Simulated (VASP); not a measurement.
A run of VASP 6.6.1 is set up as follows.

Contents of INCAR:

```
PREC = Accurate
ENCUT = 520
EDIFF = 1E-6
ISMEAR = -1
SIGMA = 0.2482
LREAL = Auto
LASPH = T
NELM = 120
ALGO = Normal
ISIF = 2
LWAVE = F
LCHARG = T
GGA = PE
LELF = T
LVHAR = T
NBANDS = 61
ISYM = -1
GGA_COMPAT = F
```

KPOINTS

```
explicit points
1
Reciprocal
  0.25000000   0.25000000   0.25000000 1
```

POSCAR

```
Si15C7
1.0
    7.0498510000      0.0733280000     -0.0802340000
    0.0733280000      7.4467350000      0.2804210000
   -0.0802340000      0.2804210000      6.9363850000
Si C
15 7
Direct
    0.4612609349      0.0418736469      0.3407081008
    0.4004544096      0.8037272730      1.1677173417
    0.1721702780      0.3928679232      0.6640828752
    0.7932864745      0.2091686771      0.9763861518
    0.6183603361      0.7883841458      0.3655042292
    0.4863533281      0.3696029986      0.4095738098
    0.2232111139      0.9898326840      0.5872516086
    0.6208314664      0.8519051806      0.8074985297
    0.2255370161      0.4687455843      1.1562745770
   -0.1415913718      0.5434136166      0.4945828365
   -0.0241040815     -0.1804431396      0.6940733651
    0.9533324695     -0.0349643722      0.1621506623
    0.3396936859      0.6734738174      0.8212647917
    0.7887631649      0.2902293404      0.3352908211
    0.8821168472      0.4683482526      0.8103345010
    0.2878738632      0.2873681852      0.9418448079
    0.1861558126      0.9220294225      0.3060462493
    0.5674030298      0.0789000498      0.8597776484
    0.3877147475      0.1407075245      0.9145748917
    0.9776735525      0.7815011094     -0.0282450675
    0.0483399023      0.5883898125      1.0141405998
    0.2727696744      0.4898366783      0.4401040183
```

Potentials or basis: VASP PAW PBE potentials, release 64 (Si, C).

Launch:

```sh
$ cat potpaw_PBE.64/Si/POTCAR potpaw_PBE.64/C/POTCAR > POTCAR
$ mpirun -np 1 vasp_std > vasp.out
```

Task: What does it give for the largest force?

Result: 6.573 eV/Å.

Task: Estimate the pressure.

Result: -2.6 GPa.

Stress tensor (GPa, compression positive):
```
-0.91 -0.15  2.14
-0.15 -2.03 -2.39
 2.14 -2.39 -4.76
```

Caveat: the atoms stand as in a frame of molecular dynamics.
